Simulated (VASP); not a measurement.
# ZnO (P6_3mc) in VASP: single point with PBE

Aim: the single point of ZnO with PBE.

Program: VASP 6.6.1. These are calculated values, not measurements. Logs are shortened: lines on timing, memory, paths and dates and some standing lists are left out, and cuts for length are marked.

### Step 1. The cell of the first run

It takes space group P6_3mc (No. 186, hexagonal). Conventional cell: a = 3.249 Å, b = 3.249 Å, c = 5.206 Å, α = 90.00°, β = 90.00°, γ = 120.00°. Within 2.6 Å of Zn (site symmetry 3m) lie 4 O at 1.97 to 1.98 Å. O (site symmetry 3m) has 4 Zn at 1.97 to 1.98 Å within 2.6 Å.

### Step 2. Single point, PBE

Input file INCAR:

```
  PREC = Accurate
  ENCUT = 600
  EDIFF = 1E-6
  ISMEAR = 0
  SIGMA = 0.02
  LREAL = False
  LASPH = True
  NELM = 120
  ALGO = Normal
  ISIF = 2
  LWAVE = False
  LCHARG = False
  GGA = PE
  NBANDS = 86
  GGA_COMPAT = False
```

Input file KPOINTS:

```
Automatic mesh
0
Gamma
  3 3 2
```

Input file POSCAR:

```
ZnO
1.0
    6.4986159969      0.0000000000      0.0000000000
   -3.2493079984      5.6279665427      0.0000000000
    0.0000000000      0.0000000000      5.2057090000
Zn O
8 8
Direct
    0.1666666667      0.3333333333      0.5000000000
    0.3333333333      0.1666666667      0.0000000000
    0.1666666667      0.8333333333      0.5000000000
    0.3333333333      0.6666666667      0.0000000000
    0.6666666667      0.3333333333      0.5000000000
    0.8333333333      0.1666666667      0.0000000000
    0.6666666667      0.8333333333      0.5000000000
    0.8333333333      0.6666666667      0.0000000000
    0.3333333333      0.1666666667      0.3790100004
    0.1666666667      0.3333333333      0.8790100004
    0.3333333333      0.6666666667      0.3790100004
    0.1666666667      0.8333333333      0.8790100004
    0.8333333333      0.1666666667      0.3790100004
    0.6666666667      0.3333333333      0.8790100004
    0.8333333333      0.6666666667      0.3790100004
    0.6666666667      0.8333333333      0.8790100004
```

Potentials or basis: VASP PAW PBE potentials, release 64 (Zn, O).

Command:

```
$ cat potpaw_PBE.64/Zn/POTCAR potpaw_PBE.64/O/POTCAR > POTCAR
$ mpirun -np 1 vasp_std > vasp.out
```

OUTCAR:

```text
PREC = Accurate
   ENCUT = 600
   EDIFF = 1E-6
   ISMEAR = 0
   LREAL = False
   LASPH = True
   NELM = 120
   ISIF = 2
   GGA = PE

 ion  position               nearest neighbor table
   1  0.167  0.333  0.500-  10 1.97   9 1.98  11 1.98  13 1.98
   2  0.333  0.167  0.000-   9 1.97  10 1.98  12 1.98  14 1.98
   3  0.167  0.833  0.500-  12 1.97  11 1.98   9 1.98  15 1.98
   4  0.333  0.667  0.000-  11 1.97  12 1.98  10 1.98  16 1.98
   5  0.667  0.333  0.500-  14 1.97  13 1.98  15 1.98   9 1.98
   6  0.833  0.167  0.000-  13 1.97  14 1.98  16 1.98  10 1.98
[... 8 lines left out ...]
  15  0.833  0.667  0.379-   8 1.97   7 1.98   5 1.98   3 1.98
  16  0.667  0.833  0.879-   7 1.97   8 1.98   6 1.98   4 1.98

  LATTYP: Found a hexagonal cell.
 ALAT       =     6.4986159969
 C/A-ratio  =     0.8010488699

  Lattice vectors:

 A1 = (   6.4986159969,   0.0000000000,   0.0000000000)
 A2 = (  -3.2493079984,   5.6279665427,   0.0000000000)
 A3 = (   0.0000000000,   0.0000000000,   5.2057090000)

Analysis of symmetry for initial positions (statically):
=====================================================================
 Subroutine PRICEL returns following result:

  LATTYP: Found a hexagonal cell.
 ALAT       =     3.2493079985
 C/A-ratio  =     1.6020977397

  Lattice vectors:

 A1 = (   3.2493079984,   0.0000000000,   0.0000000000)
 A2 = (  -1.6246539992,   2.8139832714,   0.0000000000)
 A3 = (   0.0000000000,   0.0000000000,   5.2057090000)

   4 primitive cells build up your supercell.

 Routine SETGRP: Setting up the symmetry group for a
 hexagonal supercell.

 Subroutine GETGRP returns: Found 12 space group operations
 (whereof  6 operations were pure point group operations)
 out of a pool of 24 trial point group operations.

The static configuration has the point symmetry C_3v.
 The point group associated with its full space group is C_6v.

Analysis of symmetry for dynamics (positions and initial velocities):
=====================================================================
 Subroutine PRICEL returns following result:

  LATTYP: Found a hexagonal cell.
 ALAT       =     3.2493079985
 C/A-ratio  =     1.6020977397

  Lattice vectors:

 A1 = (   3.2493079984,   0.0000000000,   0.0000000000)
 A2 = (  -1.6246539992,   2.8139832714,   0.0000000000)
 A3 = (   0.0000000000,   0.0000000000,   5.2057090000)

   4 primitive cells build up your supercell.

 Routine SETGRP: Setting up the symmetry group for a
 hexagonal supercell.

 Subroutine GETGRP returns: Found 12 space group operations
 (whereof  6 operations were pure point group operations)
 out of a pool of 24 trial point group operations.

The dynamic configuration has the point symmetry C_3v.
 The point group associated with its full space group is C_6v.

 Subroutine INISYM returns: Found 12 space group operations
 (whereof  6 operations are pure point group operations),
 and found     4 'primitive' translations

----------------------------------------------------------------------------------------

                                     Primitive cell

  volume of cell :      47.5984

  direct lattice vectors                    reciprocal lattice vectors
     3.249307998  0.000000000  0.000000000     0.307757837  0.177684070  0.000000000
    -1.624653999  2.813983271  0.000000000     0.000000000  0.355368140  0.000000000
     0.000000000  0.000000000  5.205709000     0.000000000  0.000000000  0.192096792

  length of vectors
     3.249307998  3.249307998  5.205709000     0.355368140  0.355368140  0.192096792

  position of ions in fractional coordinates (direct lattice)
     0.333333333  0.666666667  0.500000000
     0.666666667  0.333333333  0.000000000
     0.666666667  0.333333333  0.379010000
     0.333333333  0.666666667  0.879010000

  ion indices of the primitive-cell ions
   primitive index   ion index
                 1           1
                 2           2
                 3           9
                 4          10

----------------------------------------------------------------------------------------

 KPOINTS: Automatic mesh

Automatic generation of k-mesh.
 Grid dimensions read from file:
 generate k-points for:    3    3    2

 Generating k-lattice:

  Cartesian coordinates                     Fractional coordinates (reciprocal lattice)
     0.051292973  0.029614012  0.000000000     0.333333333  0.000000000  0.000000000
     0.000000000  0.059228023  0.000000000     0.000000000  0.333333333  0.000000000
     0.000000000  0.000000000  0.096048396     0.000000000  0.000000000  0.500000000

  Length of vectors
     0.059228023  0.059228023  0.096048396

  Shift w.r.t. Gamma in fractional coordinates (k-lattice)
     0.000000000  0.000000000  0.000000000

 Subroutine IBZKPT returns following result:
 ===========================================

 Found      6 irreducible k-points:

 Following reciprocal coordinates:
            Coordinates               Weight
  0.000000  0.000000  0.000000      1.000000
  0.333333  0.000000  0.000000      6.000000
  0.333333  0.333333  0.000000      2.000000
  0.000000  0.000000  0.500000      1.000000
  0.333333  0.000000  0.500000      6.000000
  0.333333  0.333333  0.500000      2.000000
   k-points           NKPTS =      6   k-points in BZ     NKDIM =      6   number of bands    NBANDS=     86
   number of dos      NEDOS =    301   number of ions     NIONS =     16
   total plane-waves  NPLWV = 122472
   dimension x,y,z NGX =    54 NGY =   54 NGZ =   42
   dimension x,y,z NGXF=   108 NGYF=  108 NGZF=   84
   ions per type =               8   8
   NGX,Y,Z   is equivalent  to a cutoff of  13.81, 13.81, 13.41 a.u.
   NGXF,Y,Z  is equivalent  to a cutoff of  27.63, 27.63, 26.83 a.u.
 SYSTEM =  unknown system
   PREC   = accura    normal or accurate (medium, high low for compatibility)
   ISTART =      0    job   : 0-new  1-cont  2-samecut
   ICHARG =      2    charge: 1-file 2-atom 10-const
   ISPIN  =      1    spin polarized calculation?
   LNONCOLLINEAR =      F non collinear calculations
   LSORBIT =      F    spin-orbit coupling
   LASPH  =      T    aspherical Exc in radial PAW
   ENCUT  =  600.0 eV  44.10 Ry    6.64 a.u.  12.98 12.98 10.40*2*pi/ulx,y,z
   NELM   =    120;   NELMIN=  2; NELMDL= -5     # of ELM steps
   EDIFF  = 0.1E-05   stopping-criterion for ELM
   LREAL  =      F    real-space projection
   EDIFFG = 0.1E-04   stopping-criterion for IOM
   NSW    =      0    number of steps for IOM
   IBRION =     -1    ionic relax: 0-MD 1-quasi-New 2-CG
   NFREE  =      0    steps in history (QN), initial steepest desc. (CG)
   ISIF   =      2    stress and relaxation
   ISYM   =      2    0-nonsym 1-usesym 2-fastsym
   POTIM  = 0.5000    time-step for ionic-motion
   TEBEG  =    0.0;   TEEND  =   0.0 temperature during run
   PSTRESS=    0.0 pullay stress
   NELECT =     144.0000    total number of electrons
   NUPDOWN=      -1.0000    fix difference up-down
   EMIN   =  10.00;   EMAX   =-10.00  energy-range for DOS
   EFERMI =   0.00;   METHOD = LEGACY
   ISMEAR =     0;   SIGMA  =   0.02  broadening in eV -4-tet -1-fermi 0-gaus
   EFERMI_NEDOS =   21; number of points for ismear=-14 and -15
   IALGO  =     38    algorithm
   IMIX   =      4    mixing-type and parameters
     AMIX     =   0.40;   BMIX     =  1.00
     AMIX_MAG =   1.60;   BMIX_MAG =  1.00
  volume/ion in A,a.u.               =      11.90        80.30
  Fermi-wavevector in a.u.,A,eV,Ry     =   1.491574  2.818667 30.270160  2.224794
  Thomas-Fermi vector in A             =   2.604212
   LORBIT       =      0    0 simple, 1 ext, 2 COOP (PROOUT), +10 PAW based schemes
   GGA     = PE    functional components
   LHFCALC =     F    Hartree Fock is set to
   AEXX    =    0.0000 exact exchange contribution
   IVDW    =     0    specifies the selected vdW correction
   LEPSILON=     F    determine dielectric tensor
   LRPA    =     F    only Hartree local field effects (RPA)
 non-spin polarized calculation
 Gauss-broadening in eV      SIGMA  =   0.02
  energy-cutoff  :      600.00
  volume of cell :      190.39
 maximum number of plane-waves:      6375
 NGX is ok and might be reduce to    54
   NGX = 25   NGY = 25   NGZ = 21

 number of electron     144.0000060 magnetization

 Free energy of the ion-electron system (eV)
  ---------------------------------------------------
  ext. energy  EPLUGINS =         0.00000000
  ---------------------------------------------------
  free energy    TOTEN  =       -71.28374455 eV

  energy without entropy =      -71.28374455  energy(sigma->0) =      -71.28374455

 E-fermi :   1.3199     XC(G=0): -10.9101

 val. band max:        1.2018383620   @ k =   0.0000   0.0000   0.0000
 cond. band min:       1.9917359546   @ k =   0.0000   0.0000   0.0000
 fundamental gap:      0.7898975925
 Fermi energy:         1.3198986321

 k-point     1 :       0.0000    0.0000    0.0000
  band No.  band energies     occupation
      1     -16.8850      2.00000
      2     -16.2022      2.00000
      3     -16.2022      2.00000
      4     -16.2022      2.00000
      5     -16.1535      2.00000
      6     -15.9776      2.00000
[... 76 lines left out ...]
     83       8.8248      0.00000
     84       9.4679      0.00000

 k-point     2 :       0.3333    0.0000    0.0000
  band No.  band energies     occupation
      1     -16.7393      2.00000
      2     -16.4111      2.00000
      3     -16.2101      2.00000
      4     -16.2101      2.00000
      5     -16.0925      2.00000
      6     -15.9917      2.00000
[... 76 lines left out ...]
     83       9.1879      0.00000
     84       9.4444      0.00000

 k-point     3 :       0.3333    0.3333    0.0000
  band No.  band energies     occupation
      1     -16.5008      2.00000
      2     -16.5008      2.00000
      3     -16.5008      2.00000
      4     -16.0372      2.00000
      5     -16.0372      2.00000
      6     -16.0121      2.00000
[... 76 lines left out ...]
     83       9.5250      0.00000
     84       9.5250      0.00000

 k-point     4 :       0.0000    0.0000    0.5000
  band No.  band energies     occupation
      1     -16.5292      2.00000
      2     -16.5292      2.00000
      3     -16.0805      2.00000
      4     -16.0805      2.00000
      5     -16.0805      2.00000
      6     -16.0805      2.00000
[... 76 lines left out ...]
     83       9.6249      0.00000
     84       9.6249      0.00000

 k-point     5 :       0.3333    0.0000    0.5000
  band No.  band energies     occupation
      1     -16.4211      2.00000
      2     -16.4211      2.00000
      3     -16.1969      2.00000
      4     -16.1969      2.00000
      5     -16.0826      2.00000
      6     -16.0826      2.00000
[... 76 lines left out ...]
     83       9.8202      0.00000
     84       9.8202      0.00000

 k-point     6 :       0.3333    0.3333    0.5000
  band No.  band energies     occupation
      1     -16.2545      2.00000
      2     -16.2545      2.00000
      3     -16.2545      2.00000
      4     -16.2545      2.00000
      5     -16.2545      2.00000
      6     -16.2545      2.00000
[... 76 lines left out ...]
     83      10.0208      0.00000
     84      10.0208      0.00000
 [bands above 84 left out]

------------------------ aborting loop because EDIFF is reached ----------------------------------------

  FORCE on cell =-STRESS in cart. coord.  units (eV):
  Direction    XX          YY          ZZ          XY          YZ          ZX
  --------------------------------------------------------------------------------------
  -------------------------------------------------------------------------------------
  Total        6.1818458      6.1818458      8.1117877      0.0000000     -0.0000000      0.0000000
  in kB       52.0207348     52.0207348     68.2613528      0.0000000     -0.0000000      0.0000000
  external PRESSURE =      57.4342741 kB  Pullay stress =       0.0000000 kB

 VOLUME and BASIS-vectors are now :
 -----------------------------------------------------------------------------
  energy-cutoff  :      600.00
  volume of cell :      190.39
      direct lattice vectors                 reciprocal lattice vectors
     6.498615997  0.000000000  0.000000000     0.153878918  0.088842035  0.000000000
    -3.249307998  5.627966543  0.000000000     0.000000000  0.177684070  0.000000000
     0.000000000  0.000000000  5.205709000     0.000000000  0.000000000  0.192096792

 POSITION                                       TOTAL-FORCE (eV/Angst)
 -----------------------------------------------------------------------------------
      0.00000      1.87599      2.60285        -0.000000      0.000000     -0.075497
      1.62465      0.93799      0.00000         0.000000     -0.000000     -0.075497
     -1.62465      4.68997      2.60285        -0.000000      0.000000     -0.075497
     -0.00000      3.75198      0.00000        -0.000000     -0.000000     -0.075497
      3.24931      1.87599      2.60285        -0.000000      0.000000     -0.075497
      4.87396      0.93799      0.00000        -0.000000      0.000000     -0.075497
[... 8 lines left out ...]
      3.24931      3.75198      1.97302         0.000000     -0.000000      0.075497
      1.62465      4.68997      4.57587         0.000000      0.000000      0.075497
 -----------------------------------------------------------------------------------
    total drift:                               -0.000002      0.000000     -0.004096

  FREE ENERGIE OF THE ION-ELECTRON SYSTEM (eV)
  ---------------------------------------------------
  free  energy   TOTEN  =       -71.2837445479 eV

  energy  without entropy=      -71.2837445479  energy(sigma->0) =      -71.28374455
```

It took 80 s on 1 thread of Intel Xeon 6975P-C (Granite Rapids), shared host; peak memory 0.37 GiB.

What came out:

```yaml
Free_energy: -71.2837 eV
Pressure: 5.7 GPa
Largest_force: 0.075 eV/Å
Band_gap_on_the_k_mesh: 0.79 eV
```

Forces on the atoms (eV/Å):
```
Zn   0.000  0.000 -0.075
Zn   0.000  0.000 -0.075
Zn   0.000  0.000 -0.075
Zn   0.000  0.000 -0.075
Zn   0.000  0.000 -0.075
Zn   0.000  0.000 -0.075
Zn   0.000  0.000 -0.075
Zn   0.000  0.000 -0.075
O    0.000  0.000  0.075
O    0.000  0.000  0.075
O    0.000  0.000  0.075
O    0.000  0.000  0.075
O    0.000  0.000  0.075
O    0.000  0.000  0.075
O    0.000  0.000  0.075
O    0.000  0.000  0.075
```

Levels at points of the mesh, in eV from the valence-band top:
```tsv
k point	band 68	band 69	band 70	band 71	band 72	band 73	band 74	band 75	band 76	band 77
(0.00, 0.00, 0.00)	-0.81	-0.81	-0.07	0.00	0.00	0.79	5.21	5.77	5.77	5.77
(0.00, 0.00, 0.50)	-1.35	-0.40	-0.40	-0.40	-0.40	3.46	3.46	5.72	5.72	5.72
```

Caveat: the k points lie up to 0.60 Å⁻¹ apart.
